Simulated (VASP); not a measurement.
# Mo in VASP: further runs, part 2 of 3

VASP 6.6.1.

### 3 Single point, LDA

Contents of INCAR:

```
PREC     = Accurate       # precision mode
ENCUT    = 520            # plane-wave cutoff, eV
EDIFF    = 1E-6           # SCF threshold, eV
ISMEAR   = -1             # smearing method
SIGMA    = 0.1            # smearing width, eV
LREAL    = False          # projectors in reciprocal space
LASPH    = True           # aspherical terms in the spheres
NELM     = 60             # most SCF steps
ALGO     = Normal         # electronic algorithm
ISIF     = 2              # what is computed and relaxed
LWAVE    = False          # write WAVECAR
LCHARG   = True           # write CHGCAR
LDIPOL   = True         
IDIPOL   = 3            
DIPOL    = 0.5 0.5 0.500
GGA      = CA             # functional
LELF     = True           # ELF
LVHAR    = True         
LVACPOTAV= True         
NBANDS   = 43             # bands
```

Contents of KPOINTS:

```
Automatic mesh
0
Gamma
  9 9 1
```

Contents of POSCAR:

```
Mo
1.0
    4.4006566667      0.0000000000      0.0000000000
   -2.2003283334      3.8110804667      0.0000000000
    0.0000000000      0.0000000000     12.0766000000
Mo
5
Direct
    0.8333333333      0.1666666667      0.3726202208
    0.1666666667      0.8333333333      0.4308304332
    0.5000000000      0.5000000000      0.4999999108
    0.8333333333      0.1666666667      0.5691695743
    0.1666666667      0.8333333333      0.6273797792
```

Potentials or basis: VASP PAW LDA potentials, release 64 (Mo_sv).

Run with:

```sh
$ cat potpaw_LDA.64/Mo_sv/POTCAR > POTCAR
$ mpirun -np 1 vasp_std > vasp.out
```

Run time: 2.6 min. Hardware: 1 thread of Intel Xeon 6975P-C, shared host; peak memory 0.29 GiB.

The run converged. Its results:

| Quantity | Value |
| --- | --- |
| Free energy | -53.5541 eV |
| Largest force | 0.151 eV/Å |
| Band gap on the k mesh | zero (band 35 reaches 2.29 eV, above the bottom of band 36 at 2.24 eV) |

Forces in eV/Å, atoms in the order of the input:
```
Mo   0.000  0.000 -0.151
Mo   0.000  0.000 -0.134
Mo   0.000  0.000  0.000
Mo   0.000  0.000  0.134
Mo   0.000  0.000  0.151
```

Levels at points of the mesh, in eV from the Fermi level:
| k point | band 33 | band 34 | band 35 | band 36 | band 37 | band 38 |
| --- | --- | --- | --- | --- | --- | --- |
| (0.00, 0.00, 0.00) | -1.55 | -1.25 | -1.25 | 0.18 | 0.87 | 0.87 |

### 4 Single point, LDA

This run uses another cell than the first one, of 65.72 Å³/atom, 1.622 times its volume.

Contents of INCAR:

```
SYSTEM = Mo
ALGO     = Normal         ! electronic algorithm
DIPOL    = 0.5 0.5 0.500
EDIFF    = 1E-6           ! SCF threshold, eV
ENCUT    = 520            ! plane-wave cutoff, eV
IDIPOL   = 3            
ISIF     = 2              ! what is computed and relaxed
ISMEAR   = -1             ! smearing method
LASPH    = .TRUE.         ! aspherical terms in the spheres
LCHARG   = .TRUE.         ! write CHGCAR
LDIPOL   = .TRUE.       
LELF     = .TRUE.         ! ELF
LREAL    = .FALSE.        ! projectors in reciprocal space
LVACPOTAV= .TRUE.       
LVHAR    = .TRUE.       
LWAVE    = .FALSE.        ! write WAVECAR
NBANDS   = 43             ! bands
NELM     = 60             ! most SCF steps
PREC     = Accurate       ! precision mode
SIGMA    = 0.1            ! smearing width, eV
```

Contents of KPOINTS:

```
k-points
0
G
  9 9 1
  0 0 0
```

Contents of POSCAR:

```
Mo
1.0
    4.4006566667      0.0000000000      0.0000000000
   -2.2003283334      3.8110804667      0.0000000000
    0.0000000000      0.0000000000     19.5931000000
Mo
5
Direct
    0.8333333330      0.1666666670      0.4083064671
    0.1666666670      0.8333333330      0.4541532334
    0.5000000000      0.5000000000      0.5000000000
    0.8333333330      0.1666666670      0.5458467666
    0.1666666670      0.8333333330      0.5916935329
```

Potentials or basis: VASP PAW LDA potentials, release 64 (Mo_sv).

Run with:

```sh
$ cat potpaw_LDA.64/Mo_sv/POTCAR > POTCAR
$ mpirun -np 1 vasp_std > vasp.out
```

OUTCAR:

```text
SYSTEM = Mo
   EDIFF = 1E-6
   ENCUT = 520
   ISIF = 2
   ISMEAR = -1
   LASPH = .TRUE.
   LREAL = .FALSE.
   NELM = 60
   PREC = Accurate

 ion  position               nearest neighbor table
   1  0.833  0.167  0.408-   2 2.69   2 2.69   4 2.69   2 2.69   3 3.11   3 3.11   3 3.11
   2  0.167  0.833  0.454-   1 2.69   1 2.69   3 2.69   5 2.69   3 2.69   3 2.69   1 2.69   4 3.11
                             4 3.11   4 3.11
   3  0.500  0.500  0.500-   2 2.69   4 2.69   2 2.69   4 2.69   2 2.69   4 2.69   1 3.11   5 3.11
                             1 3.11   5 3.11   1 3.11   5 3.11
   4  0.833  0.167  0.546-   5 2.69   5 2.69   3 2.69   1 2.69   3 2.69   3 2.69   5 2.69   2 3.11
                             2 3.11   2 3.11
   5  0.167  0.833  0.592-   4 2.69   4 2.69   2 2.69   4 2.69   3 3.11   3 3.11   3 3.11

  LATTYP: Found a hexagonal cell.
 ALAT       =     4.4006566667
 C/A-ratio  =     4.4523127987

  Lattice vectors:

 A1 = (   4.4006566667,   0.0000000000,   0.0000000000)
 A2 = (  -2.2003283334,   3.8110804667,   0.0000000000)
 A3 = (   0.0000000000,   0.0000000000,  19.5931000000)

Analysis of symmetry for initial positions (statically):
=====================================================================
 Subroutine PRICEL returns:
 Original cell was already a primitive cell.

 Routine SETGRP: Setting up the symmetry group for a
 hexagonal supercell.

 Subroutine GETGRP returns: Found 12 space group operations
 (whereof  4 operations were pure point group operations)
 out of a pool of 24 trial point group operations.

The static configuration has the point symmetry C_2h.
 The point group associated with its full space group is D_3d.

Analysis of symmetry for dynamics (positions and initial velocities):
=====================================================================
 Subroutine PRICEL returns:
 Original cell was already a primitive cell.

 Routine SETGRP: Setting up the symmetry group for a
 hexagonal supercell.

 Subroutine GETGRP returns: Found 12 space group operations
 (whereof  4 operations were pure point group operations)
 out of a pool of 24 trial point group operations.

The dynamic configuration has the point symmetry C_2h.
[... 121 lines left out ...]
   IVDW    =     0    specifies the selected vdW correction
   LEPSILON=     F    determine dielectric tensor
   LRPA    =     F    only Hartree local field effects (RPA)
 non-spin polarized calculation
  energy-cutoff  :      520.00
  volume of cell :      328.60
 maximum number of plane-waves:      8872
 NGX is ok and might be reduce to    36
   NGX = 17   NGY = 17   NGZ = 73

 dipolmoment           0.000000      0.000000      0.000000 electrons x Angstroem

 number of electron      70.0000005 magnetization

 dipolmoment           0.000000      0.000000     -0.000000 electrons x Angstroem

 Free energy of the ion-electron system (eV)
  ---------------------------------------------------
  ext. energy  EPLUGINS =         0.00000000
  ---------------------------------------------------
  free energy    TOTEN  =       -52.63685667 eV

  energy without entropy =      -52.43528743  energy(sigma->0) =      -52.53607205

 E-fermi :  -0.0501     XC(G=0):  -4.5127

 val. band max:       -0.0818466415   @ k =   0.4444   0.1111   0.0000
 cond. band min:       0.0215694125   @ k =   0.2222   0.2222   0.0000
 fundamental gap:      0.1034160540
 Fermi energy:        -0.0501209982

 k-point     1 :       0.0000    0.0000    0.0000
  band No.  band energies     occupation
      1     -60.9815      2.00000
      2     -60.7197      2.00000
      3     -60.7039      2.00000
      4     -60.5701      2.00000
      5     -60.5053      2.00000
      6     -35.5223      2.00000
[... 541 lines left out ...]
     42       1.4125      0.00000
     43       1.7122      0.00000

------------------------ aborting loop because EDIFF is reached ----------------------------------------

  FORCE on cell =-STRESS in cart. coord.  units (eV):
  Direction    XX          YY          ZZ          XY          YZ          ZX
  --------------------------------------------------------------------------------------
  -------------------------------------------------------------------------------------
  Total      -12.6982379    -12.6982379    -11.7645298      0.0000000      0.0000000     -0.0000000
  in kB      -61.9134896    -61.9134896    -57.3609582      0.0000000      0.0000000     -0.0000000
  external PRESSURE =     -60.3959791 kB  Pullay stress =       0.0000000 kB

 VOLUME and BASIS-vectors are now :
 -----------------------------------------------------------------------------
  energy-cutoff  :      520.00
  volume of cell :      328.60
      direct lattice vectors                 reciprocal lattice vectors
     4.400656667  0.000000000  0.000000000     0.227238814  0.131196390  0.000000000
    -2.200328333  3.811080467  0.000000000     0.000000000  0.262392780  0.000000000
     0.000000000  0.000000000 19.593100000     0.000000000  0.000000000  0.051038376

 POSITION                                       TOTAL-FORCE (eV/Angst)
 -----------------------------------------------------------------------------------
      3.30049      0.63518      7.99999         0.000000     -0.000000      2.875895
     -1.10016      3.17590      8.89827         0.000000     -0.000000      0.775630
      1.10016      1.90554      9.79655         0.000000     -0.000000      0.000000
      3.30049      0.63518     10.69483        -0.000000      0.000000     -0.775630
     -1.10016      3.17590     11.59311         0.000000      0.000000     -2.875895
 -----------------------------------------------------------------------------------
    total drift:                               -0.000019      0.000011     -0.000005

  FREE ENERGIE OF THE ION-ELECTRON SYSTEM (eV)
  ---------------------------------------------------
  free  energy   TOTEN  =       -52.6368566675 eV

  energy  without entropy=      -52.4352874347  energy(sigma->0) =      -52.53607205

 vacuum level on the upper side and lower side of the slab         3.988         3.988
```

stdout:

```text
POSCAR found type information on POSCAR Mo
 POSCAR found :  1 types and       5 ions
 scaLAPACK will be used
 LDA part: xc-table for (Slater(with rela. corr.)+CA(PZ))
 , standard interpolation
 POSCAR, INCAR and KPOINTS ok, starting setup
 FFT: planning ... GRIDC
 FFT: planning ... GRID_SOFT
 FFT: planning ... GRID
 WAVECAR not read
 entering main loop
 -----------------------------------------------------------------------------
|                                                                             |
|           W    W    AA    RRRRR   N    N  II  N    N   GGGG   !!!           |
|           W    W   A  A   R    R  NN   N  II  NN   N  G    G  !!!           |
|           W    W  A    A  R    R  N N  N  II  N N  N  G       !!!           |
|           W WW W  AAAAAA  RRRRR   N  N N  II  N  N N  G  GGG   !            |
|           WW  WW  A    A  R   R   N   NN  II  N   NN  G    G                |
|           W    W  A    A  R    R  N    N  II  N    N   GGGG   !!!           |
|                                                                             |
|     Did not find any points to average over, which means that no vacuum     |
|     field-free region was found. Please increase the size of  your cell     |
|     in the dimension of the dipole correction to obtain accurate            |
|     workfunction values.                                                    |
|                                                                             |
 -----------------------------------------------------------------------------
```

Run time: 6.1 min. Hardware: 1 thread of Intel Xeon 6975P-C, shared host; peak memory 0.4 GiB.

What came out:

- Free energy: -52.6369 eV
- Largest force: 2.876 eV/Å
- Band gap on the k mesh: zero (band 35 reaches -0.08 eV, above the bottom of band 36 at -0.10 eV)

Forces on the atoms (eV/Å):
```
Mo   0.000  0.000  2.876
Mo   0.000  0.000  0.776
Mo   0.000  0.000  0.000
Mo   0.000  0.000 -0.776
Mo   0.000  0.000 -2.876
```

[end of part 2 of 3]
